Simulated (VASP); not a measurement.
## Mo3P4: density of states with PBE

Mo3P4:

```
CELL_PARAMETERS angstrom
4.82416 0.00000 0.00000
0.00000 4.82416 0.00000
0.00000 0.00000 4.82416
ATOMIC_POSITIONS crystal
Mo 0.00000 0.50000 0.50000
Mo 0.50000 0.00000 0.50000
Mo 0.50000 0.50000 0.00000
P 0.50000 0.00000 0.00000
P 0.00000 0.50000 0.00000
P 0.00000 0.00000 0.50000
P 0.00000 0.00000 0.00000
```

- Program: VASP 6.6.1
- Task: density of states
- Functional: PBE
- Potentials or basis: VASP PAW PBE potentials, release 64 (Mo_sv, P)
- Cutoff: 520 eV
- k mesh: 8 × 8 × 8
- Occupations: gaussian, width 0.1 eV
- Spin: no spin polarisation
- Dipole correction: no
- k mesh for the DOS: 12 × 12 × 12
- Occupations for the DOS: tetrahedron
- Further INCAR settings: ALGO = Normal; EDIFF = 1e-06; NBANDS = 40

```
Valence electrons inside the program's atomic spheres : Mo 12.35; P 2.54, 2.34
```

Levels at points of the mesh, in eV from the Fermi level:
| k point | band 29 | band 30 | band 31 | band 32 | band 33 | band 34 |
| --- | --- | --- | --- | --- | --- | --- |
| (0.00, 0.00, 0.00) | -1.22 | -0.97 | -0.97 | -0.97 | -0.41 | -0.37 |
| (0.50, 0.00, 0.00) | -0.50 | -0.44 | -0.26 | -0.07 | 0.09 | 0.09 |
| (0.50, 0.50, 0.00) | -0.70 | -0.55 | -0.55 | -0.26 | 0.14 | 0.65 |
| (0.50, 0.50, 0.50) | -0.25 | -0.25 | -0.25 | -0.18 | 1.07 | 1.07 |

It took 2.9 min on 1 thread of Intel(R) Xeon(R) Platinum 8375C CPU @ 2.90GHz (Ice Lake), with other jobs on the host, peak memory 0.39 GiB.
